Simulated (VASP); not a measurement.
# KCdCO3F (P-6c2) in VASP: single point with PBE

Aim: the single point of KCdCO3F with PBE.

All numbers are computed with VASP 6.6.1; they aren't measurements. Logs are shortened: lines on timing, memory, paths and dates and some standing lists are left out, and cuts for length are marked.

## 1. The cell of the first run

The structure is hexagonal, space group P-6c2 (No. 188). The conventional cell has a = 5.135 Å, b = 5.135 Å, c = 8.846 Å, α = 90.00°, β = 90.00°, γ = 120.00°. K (site symmetry 32) has 6 O at 2.81 Å and 3 F at 2.96 Å and 6 Cd at 3.70 Å and 6 C at 3.70 Å within 3.7 Å. Within 3.0 Å of Cd (site symmetry -6) lie 2 F at 2.21 Å and 6 O at 2.26 to 2.89 Å and 3 C at 2.96 Å. C (site symmetry -6) has 3 O at 1.29 Å within 1.7 Å. O (site symmetry m) has 1 C at 1.29 Å within 1.7 Å. Within 3.0 Å of F (site symmetry 32) lie 2 Cd at 2.21 Å and 3 K at 2.96 Å.

## 2. Single point, PBE

Contents of INCAR:

```
PREC = Accurate ; ENCUT = 600
EDIFF = 1E-6 ; ISMEAR = -1
SIGMA = 0.02 ; LREAL = False
LASPH = True ; NELM = 120
ALGO = Normal ; ISIF = 2
LWAVE = False ; LCHARG = False
GGA = PE ; NBANDS = 71
GGA_COMPAT = False
```

Contents of KPOINTS:

```
regular mesh
0
Gamma
  5 5 3
```

Contents of POSCAR:

```
KCdCO3F
1.0
    5.1349000000      0.0000000000      0.0000000000
   -2.5674500000      4.4469538459      0.0000000000
    0.0000000000      0.0000000000      8.8460000000
K Cd C O F
2 2 2 6 2
Direct
    0.6666666667      0.3333333333      0.5000000000
    0.6666666667      0.3333333333      0.0000000000
    0.0000000000      0.0000000000      0.2500000000
    0.0000000000      0.0000000000      0.7500000000
    0.3333333333      0.6666666667      0.2500000000
    0.3333333333      0.6666666667      0.7500000000
    0.4129067715      0.9487197200      0.2500000000
    0.5358129485      0.5870932285      0.2500000000
    0.0512802800      0.4641870515      0.2500000000
    0.0512802800      0.5870932285      0.7500000000
    0.4129067715      0.4641870515      0.7500000000
    0.5358129485      0.9487197200      0.7500000000
    0.0000000000      0.0000000000      0.5000000000
    0.0000000000      0.0000000000      0.0000000000
```

Potentials or basis: VASP PAW PBE potentials, release 64 (K_sv, Cd_sv_GW, C, O, F).

Command:

```
> cat potpaw_PBE.64/K_sv/POTCAR potpaw_PBE.64/Cd_sv_GW/POTCAR potpaw_PBE.64/C/POTCAR potpaw_PBE.64/O/POTCAR potpaw_PBE.64/F/POTCAR > POTCAR
> mpirun -np 1 vasp_std > vasp.out
```

OUTCAR:

```text
PREC = Accurate
   ENCUT = 600
   EDIFF = 1E-6
   ISMEAR = -1
   LREAL = False
   LASPH = True
   NELM = 120
   ISIF = 2
   GGA = PE

 ion  position               nearest neighbor table
   1  0.667  0.333  0.500-   9 2.81  12 2.81  10 2.81   7 2.81  11 2.81   8 2.81
   2  0.667  0.333  0.000-   9 2.81  12 2.81  10 2.81   7 2.81  11 2.81   8 2.81
   3  0.000  0.000  0.250-  13 2.21  14 2.21   7 2.26   8 2.26   9 2.26
   4  0.000  0.000  0.750-  13 2.21  14 2.21  12 2.26  10 2.26  11 2.26
   5  0.333  0.667  0.250-   7 1.29   9 1.29   8 1.29
   6  0.333  0.667  0.750-  10 1.29  12 1.29  11 1.29
   7  0.413  0.949  0.250-   5 1.29   3 2.26   1 2.81   2 2.81
   8  0.536  0.587  0.250-   5 1.29   3 2.26   1 2.81   2 2.81
   9  0.051  0.464  0.250-   5 1.29   3 2.26   1 2.81   2 2.81
  10  0.051  0.587  0.750-   6 1.29   4 2.26   1 2.81   2 2.81
  11  0.413  0.464  0.750-   6 1.29   4 2.26   1 2.81   2 2.81
  12  0.536  0.949  0.750-   6 1.29   4 2.26   1 2.81   2 2.81
  13  0.000  0.000  0.500-   3 2.21   4 2.21
  14  0.000  0.000  0.000-   3 2.21   4 2.21

  LATTYP: Found a hexagonal cell.
 ALAT       =     5.1349000000
 C/A-ratio  =     1.7227209878

  Lattice vectors:

 A1 = (   5.1349000000,   0.0000000000,   0.0000000000)
 A2 = (  -2.5674500000,   4.4469538459,   0.0000000000)
 A3 = (   0.0000000000,   0.0000000000,   8.8460000000)

Analysis of symmetry for initial positions (statically):
=====================================================================
 Subroutine PRICEL returns:
 Original cell was already a primitive cell.

 Routine SETGRP: Setting up the symmetry group for a
 hexagonal supercell.

 Subroutine GETGRP returns: Found 12 space group operations
 (whereof  6 operations were pure point group operations)
 out of a pool of 24 trial point group operations.

The static configuration has the point symmetry D_3 .
 The point group associated with its full space group is D_3h.

Analysis of symmetry for dynamics (positions and initial velocities):
=====================================================================
 Subroutine PRICEL returns:
 Original cell was already a primitive cell.

 Routine SETGRP: Setting up the symmetry group for a
 hexagonal supercell.

 Subroutine GETGRP returns: Found 12 space group operations
 (whereof  6 operations were pure point group operations)
 out of a pool of 24 trial point group operations.

The dynamic configuration has the point symmetry D_3 .
 The point group associated with its full space group is D_3h.

 Subroutine INISYM returns: Found 12 space group operations
 (whereof  6 operations are pure point group operations),
 and found     1 'primitive' translations

----------------------------------------------------------------------------------------

                                     Primitive cell

  volume of cell :     201.9954

  direct lattice vectors                    reciprocal lattice vectors
     5.134900000  0.000000000  0.000000000     0.194745759  0.112436517  0.000000000
    -2.567450000  4.446953846  0.000000000     0.000000000  0.224873033  0.000000000
     0.000000000  0.000000000  8.846000000     0.000000000  0.000000000  0.113045444

  length of vectors
     5.134900000  5.134900000  8.846000000     0.224873033  0.224873033  0.113045444

  position of ions in fractional coordinates (direct lattice)
     0.666666667  0.333333333  0.500000000
     0.666666667  0.333333333  0.000000000
     0.000000000  0.000000000  0.250000000
     0.000000000  0.000000000  0.750000000
     0.333333333  0.666666667  0.250000000
     0.333333333  0.666666667  0.750000000
     0.412906771  0.948719720  0.250000000
     0.535812949  0.587093229  0.250000000
     0.051280280  0.464187051  0.250000000
     0.051280280  0.587093229  0.750000000
     0.412906771  0.464187051  0.750000000
     0.535812949  0.948719720  0.750000000
     0.000000000  0.000000000  0.500000000
     0.000000000  0.000000000  0.000000000

  ion indices of the primitive-cell ions
   primitive index   ion index
                 1           1
                 2           2
                 3           3
                 4           4
                 5           5
                 6           6
                 7           7
                 8           8
                 9           9
                10          10
                11          11
                12          12
                13          13
                14          14

----------------------------------------------------------------------------------------

 KPOINTS: regular mesh

Automatic generation of k-mesh.
 Grid dimensions read from file:
 generate k-points for:    5    5    3

 Generating k-lattice:

  Cartesian coordinates                     Fractional coordinates (reciprocal lattice)
     0.038949152  0.022487303  0.000000000     0.200000000  0.000000000  0.000000000
     0.000000000  0.044974607  0.000000000     0.000000000  0.200000000  0.000000000
     0.000000000  0.000000000  0.037681815     0.000000000  0.000000000  0.333333333

  Length of vectors
     0.044974607  0.044974607  0.037681815

  Shift w.r.t. Gamma in fractional coordinates (k-lattice)
     0.000000000  0.000000000  0.000000000

 Subroutine IBZKPT returns following result:
 ===========================================

 Found     10 irreducible k-points:

 Following reciprocal coordinates:
            Coordinates               Weight
  0.000000  0.000000  0.000000      1.000000
  0.200000 -0.000000  0.000000      6.000000
  0.400000  0.000000  0.000000      6.000000
  0.200000  0.200000  0.000000      6.000000
  0.400000  0.200000  0.000000      6.000000
  0.000000  0.000000  0.333333      2.000000
  0.200000 -0.000000  0.333333     12.000000
  0.400000  0.000000  0.333333     12.000000
  0.200000  0.200000  0.333333     12.000000
  0.400000  0.200000  0.333333     12.000000
   k-points           NKPTS =     10   k-points in BZ     NKDIM =     10   number of bands    NBANDS=     71
   number of dos      NEDOS =    301   number of ions     NIONS =     14
   total plane-waves  NPLWV = 127008
   dimension x,y,z NGX =    42 NGY =   42 NGZ =   72
   dimension x,y,z NGXF=    84 NGYF=   84 NGZF=  144
   ions per type =               2   2   2   6   2
   NGX,Y,Z   is equivalent  to a cutoff of  13.60, 13.60, 13.53 a.u.
   NGXF,Y,Z  is equivalent  to a cutoff of  27.20, 27.20, 27.06 a.u.
 SYSTEM =  unknown system
   PREC   = accura    normal or accurate (medium, high low for compatibility)
   ISTART =      0    job   : 0-new  1-cont  2-samecut
   ICHARG =      2    charge: 1-file 2-atom 10-const
   ISPIN  =      1    spin polarized calculation?
   LNONCOLLINEAR =      F non collinear calculations
   LSORBIT =      F    spin-orbit coupling
   LASPH  =      T    aspherical Exc in radial PAW
   ENCUT  =  600.0 eV  44.10 Ry    6.64 a.u.  10.26 10.26 17.67*2*pi/ulx,y,z
   NELM   =    120;   NELMIN=  2; NELMDL= -5     # of ELM steps
   EDIFF  = 0.1E-05   stopping-criterion for ELM
   LREAL  =      F    real-space projection
   EDIFFG = 0.1E-04   stopping-criterion for IOM
   NSW    =      0    number of steps for IOM
   IBRION =     -1    ionic relax: 0-MD 1-quasi-New 2-CG
   NFREE  =      0    steps in history (QN), initial steepest desc. (CG)
   ISIF   =      2    stress and relaxation
   ISYM   =      2    0-nonsym 1-usesym 2-fastsym
   POTIM  = 0.5000    time-step for ionic-motion
   TEBEG  =    0.0;   TEEND  =   0.0 temperature during run
   PSTRESS=    0.0 pullay stress
   NELECT =     116.0000    total number of electrons
   NUPDOWN=      -1.0000    fix difference up-down
   EMIN   =  10.00;   EMAX   =-10.00  energy-range for DOS
   EFERMI =   0.00;   METHOD = LEGACY
   ISMEAR =    -1;   SIGMA  =   0.02  broadening in eV -4-tet -1-fermi 0-gaus
   EFERMI_NEDOS =   21; number of points for ismear=-14 and -15
   IALGO  =     38    algorithm
   IMIX   =      4    mixing-type and parameters
     AMIX     =   0.40;   BMIX     =  1.00
     AMIX_MAG =   1.60;   BMIX_MAG =  1.00
  volume/ion in A,a.u.               =      14.43        97.37
  Fermi-wavevector in a.u.,A,eV,Ry     =   1.360756  2.571456 25.193328  1.851657
  Thomas-Fermi vector in A             =   2.487391
   LORBIT       =      0    0 simple, 1 ext, 2 COOP (PROOUT), +10 PAW based schemes
   GGA     = PE    functional components
   LHFCALC =     F    Hartree Fock is set to
   AEXX    =    0.0000 exact exchange contribution
   IVDW    =     0    specifies the selected vdW correction
   LEPSILON=     F    determine dielectric tensor
   LRPA    =     F    only Hartree local field effects (RPA)
 non-spin polarized calculation
  energy-cutoff  :      600.00
  volume of cell :      202.00
 maximum number of plane-waves:      6758
 NGX is ok and might be reduce to    42
   NGX = 21   NGY = 21   NGZ = 35

 number of electron     115.9999967 magnetization

 Free energy of the ion-electron system (eV)
  ---------------------------------------------------
  ext. energy  EPLUGINS =         0.00000000
  ---------------------------------------------------
  free energy    TOTEN  =       -80.25294140 eV

  energy without entropy =      -80.25294140  energy(sigma->0) =      -80.25294140

 E-fermi :   1.2072     XC(G=0):  -9.3106

 val. band max:        0.4842254360   @ k =   0.2000  -0.0000   0.0000
 cond. band min:       3.6070596792   @ k =   0.0000   0.0000   0.0000
 fundamental gap:      3.1228342432
 Fermi energy:         1.2071705195

 k-point     1 :       0.0000    0.0000    0.0000
  band No.  band energies     occupation
      1     -99.4261      2.00000
      2     -99.4261      2.00000
      3     -60.5315      2.00000
      4     -60.5315      2.00000
      5     -60.5315      2.00000
      6     -60.5315      2.00000
[... 62 lines left out ...]
     69       9.9863      0.00000
     70       9.9930      0.00000
[... 655 lines left out ...]
     69       9.7069      0.00000
     70       9.7973      0.00000
 [bands above 70 left out]

------------------------ aborting loop because EDIFF is reached ----------------------------------------

  FORCE on cell =-STRESS in cart. coord.  units (eV):
  Direction    XX          YY          ZZ          XY          YZ          ZX
  --------------------------------------------------------------------------------------
  -------------------------------------------------------------------------------------
  Total        3.9904116      3.9904116      3.8791645     -0.0000000      0.0000000      0.0000000
  in kB       31.6509485     31.6509485     30.7685639     -0.0000000      0.0000000      0.0000000
  external PRESSURE =      31.3568203 kB  Pullay stress =       0.0000000 kB

 VOLUME and BASIS-vectors are now :
 -----------------------------------------------------------------------------
  energy-cutoff  :      600.00
  volume of cell :      202.00
      direct lattice vectors                 reciprocal lattice vectors
     5.134900000  0.000000000  0.000000000     0.194745759  0.112436517  0.000000000
    -2.567450000  4.446953846  0.000000000     0.000000000  0.224873033  0.000000000
     0.000000000  0.000000000  8.846000000     0.000000000  0.000000000  0.113045444

 POSITION                                       TOTAL-FORCE (eV/Angst)
 -----------------------------------------------------------------------------------
      2.56745      1.48232      4.42300        -0.000000      0.000000      0.000000
      2.56745      1.48232      0.00000        -0.000000      0.000000      0.000000
      0.00000      0.00000      2.21150        -0.000000      0.000000     -0.000000
      0.00000      0.00000      6.63450        -0.000000      0.000000     -0.000000
     -0.00000      2.96464      2.21150        -0.000000      0.000000     -0.000000
     -0.00000      2.96464      6.63450        -0.000000      0.000000     -0.000000
     -0.31556      4.21891      2.21150        -0.071857      0.239398      0.000000
      1.24401      2.61078      2.21150         0.243253     -0.057469     -0.000000
     -0.92846      2.06422      2.21150        -0.171396     -0.181929     -0.000000
     -1.24401      2.61078      6.63450        -0.243253     -0.057469      0.000000
      0.92846      2.06422      6.63450         0.171396     -0.181929     -0.000000
      0.31556      4.21891      6.63450         0.071857      0.239398      0.000000
      0.00000      0.00000      4.42300        -0.000000      0.000000      0.000000
      0.00000      0.00000      0.00000        -0.000000      0.000000      0.000000
 -----------------------------------------------------------------------------------
    total drift:                                0.000002     -0.000001      0.000000

  FREE ENERGIE OF THE ION-ELECTRON SYSTEM (eV)
  ---------------------------------------------------
  free  energy   TOTEN  =       -80.2529414007 eV

  energy  without entropy=      -80.2529414007  energy(sigma->0) =      -80.25294140
```

Run time: 2.7 min. Hardware: 1 thread of Intel Xeon 6975P-C (Granite Rapids), shared host; peak memory 0.47 GiB.

What came out:

| Property | Result |
| --- | --- |
| Free energy | -80.2529 eV |
| Pressure | 3.1 GPa |
| Largest force | 0.250 eV/Å |
| Band gap on the k mesh | 3.12 eV |

Forces on the atoms (eV/Å):
```
K    0.000  0.000  0.000
K    0.000  0.000  0.000
Cd   0.000  0.000  0.000
Cd   0.000  0.000  0.000
C    0.000  0.000  0.000
C    0.000  0.000  0.000
O   -0.072  0.239  0.000
O    0.243 -0.057  0.000
O   -0.171 -0.182  0.000
O   -0.243 -0.057  0.000
O    0.171 -0.182  0.000
O    0.072  0.239  0.000
F    0.000  0.000  0.000
F    0.000  0.000  0.000
```

Levels at points of the mesh, in eV from the valence-band top:
```
           k point  band 55  band 56  band 57  band 58  band 59  band 60  band 61  band 62
(0.00, 0.00, 0.00)    -1.25    -1.25    -0.65     0.00     3.12     5.27     5.28     5.92
```

Caveat: the cell stands under pressure; an odd mesh through Γ misses points on the zone boundary, where band edges can lie.
